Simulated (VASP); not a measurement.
Runs of VASP 6.6.1 on GeCN2. The structure is that of space group R-3m (No. 166), or close to it. The cells are those of the table. 

| task | level | potentials or basis | spin | cell | k mesh | smearing | gap on the mesh (eV) | pressure (GPa) | largest force (eV/Å) |
| --- | --- | --- | --- | --- | --- | --- | --- | --- | --- |
| single point | LDA | VASP PAW LDA potentials, release 64 (Ge_d, N, C) | off | a = 5.445 Å, angles 39.3°, 4 atoms | 9 × 9 × 9 | fermi-dirac 0.05 eV | 1.07 | -12.7 | 1.73 |
| single point | PBE | VASP PAW PBE potentials, release 64 (Ge_d, N, C) | off | a = 5.410 Å, angles 39.3°, 4 atoms | 9 × 9 × 9 | fermi-dirac 0.05 eV | 1.20 | -4.7 | 0.99 |
| single point | PBEsol+D3(BJ) | VASP PAW PBE potentials, release 64 (Ge_d, N, C) | off | a = 5.352 Å, angles 39.1°, 4 atoms | 9 × 9 × 9 | fermi-dirac 0.05 eV | 1.06 | 0.2 | 0.13 |
| single point | PBE | VASP PAW PBE potentials, release 64 (Ge_d, N, C) | off | a = 5.231 Å, angles 39.3°, 4 atoms | 9 × 9 × 9 | fermi-dirac 0.05 eV | 0.97 | 9.3 | 1.99 |
| single point | r2SCAN | VASP PAW PBE potentials, release 64 (Ge_d, N, C) | off | a = 5.231 Å, angles 39.3°, 4 atoms | 9 × 9 × 9 | fermi-dirac 0.05 eV | (b) | 6.1 | 1.64 |
| single point | PBEsol | VASP PAW PBE potentials, release 64 (Ge_d, N, C) | off | a = 5.249 Å, angles 37.7°, 4 atoms | 9 × 9 × 9 | fermi-dirac 0.05 eV | (c) | 5.2 | 0.15 |
| single point | LDA | VASP PAW LDA potentials, release 64 (Ge_d, N, C) | off | a = 5.340 Å, angles 39.3°, 4 atoms | 9 × 9 × 9 | fermi-dirac 0.05 eV | 0.95 | -6.4 | 0.19 |
| single point | LDA | VASP PAW LDA potentials, release 64 (Ge_d, N, C) | off | a = 5.304 Å, angles 39.3°, 4 atoms | 9 × 9 × 9 | fermi-dirac 0.05 eV | 0.91 | -3.9 | 0.40 |
| dielectric tensor | PBE | VASP PAW PBE potentials, release 64 (Ge_d, N, C) | off | a = 5.340 Å, angles 39.3°, 4 atoms | 8 × 8 × 8 | gaussian 0.01 eV | 1.04 | - | - |
| single point | PBEsol | VASP PAW PBE potentials, release 64 (Ge_d, N, C) | non-collinear, zero start, SOC | a = 5.340 Å, angles 39.3°, 4 atoms | 7 × 7 × 7 | fermi-dirac 0.05 eV | - | -3.2 | 0.19 |
| single point | PBEsol | VASP PAW PBE potentials, release 64 (Ge_d, N, C) | off | a = 5.304 Å, angles 39.3°, 4 atoms | 9 × 9 × 9 | fermi-dirac 0.05 eV | 0.95 | -0.4 | 0.79 |
| single point | PBEsol | VASP PAW PBE potentials, release 64 (Ge_d, N, C) | off | a = 5.340 Å, angles 39.3°, 4 atoms | 9 × 9 × 9 | fermi-dirac 0.05 eV | (a) | -3.1 | 0.19 |

Alike in all rows: cutoff (eV) 520.

Question: Fill in the values left out.

Answer: (a) 1.00; (b) 1.05; (c) 0.80.

Caveats: the PAW data sets were made with another functional, which shifts forces and pressure a little (some runs); forces of over 1 eV/Å act on the atoms, so gaps and moduli don't describe the material at rest (some runs).

A k mesh can miss the band edges, and rows without SOC leave out spin-orbit coupling on Ge.
